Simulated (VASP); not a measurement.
Set up this calculation in VASP 6.6.1, as the native input.

```
Task                   : single point
Functional             : PBE
Dispersion             : D4
Potentials or basis    : VASP PAW PBE potentials, release 64 (Si, Mo_sv)
Cutoff                 : 520 eV
k mesh                 : 10 × 10 × 10
Occupations            : gaussian, width 0.05 eV
Spin                   : no spin polarisation
Dipole correction      : no
Further INCAR settings : ALGO = Normal; EDIFF = 1e-06; NBANDS = 18
```

The structure of Si2Mo lies in POSCAR:

```
Si2Mo
1.0
   -1.5883324014      1.5883324014      3.8928312323
    1.5883324014     -1.5883324014      3.8928312323
    1.5883324014      1.5883324014     -3.8928312323
Si Mo
2 1
Direct
    0.3348387804      0.3348387804      0.0000000000
    0.6651612196      0.6651612196      0.0000000000
    0.0000000000      0.0000000000      0.0000000000
```

The input as run:

INCAR

```
SYSTEM = Si2Mo
PREC     = Accurate       ! precision mode
ENCUT    = 520            ! plane-wave cutoff, eV
EDIFF    = 1E-6           ! SCF threshold, eV
ISMEAR   = 0              ! smearing method
SIGMA    = 0.05           ! smearing width, eV
LREAL    = .FALSE.        ! projectors in reciprocal space
LASPH    = .TRUE.         ! aspherical terms in the spheres
NELM     = 60             ! most SCF steps
ALGO     = Normal         ! electronic algorithm
ISIF     = 2              ! what is computed and relaxed
LWAVE    = .FALSE.        ! write WAVECAR
LCHARG   = .FALSE.        ! write CHGCAR
GGA      = PE             ! functional
IVDW     = 13             ! dispersion correction
NBANDS   = 18             ! bands
```

KPOINTS

```
Automatic mesh
0
G
  10 10 10
  0 0 0
```

Potentials or basis: VASP PAW PBE potentials, release 64 (Si, Mo_sv).

Run with:

```console
$ cat potpaw_PBE.64/Si/POTCAR potpaw_PBE.64/Mo_sv/POTCAR > POTCAR
$ mpirun -np 1 vasp_std > vasp.out
```

Results of the run:

The pressure is 1.8 GPa. The largest force is 0.006 eV/Å and the band gap on the k mesh is zero (bands 11 and 12 overlap by 0.96 eV). The dispersion energy per atom is -0.565 eV.

Wall time 2.5 min on 1 thread of Intel Xeon 8259CL, with other jobs on the host, peak memory 0.24 GiB.
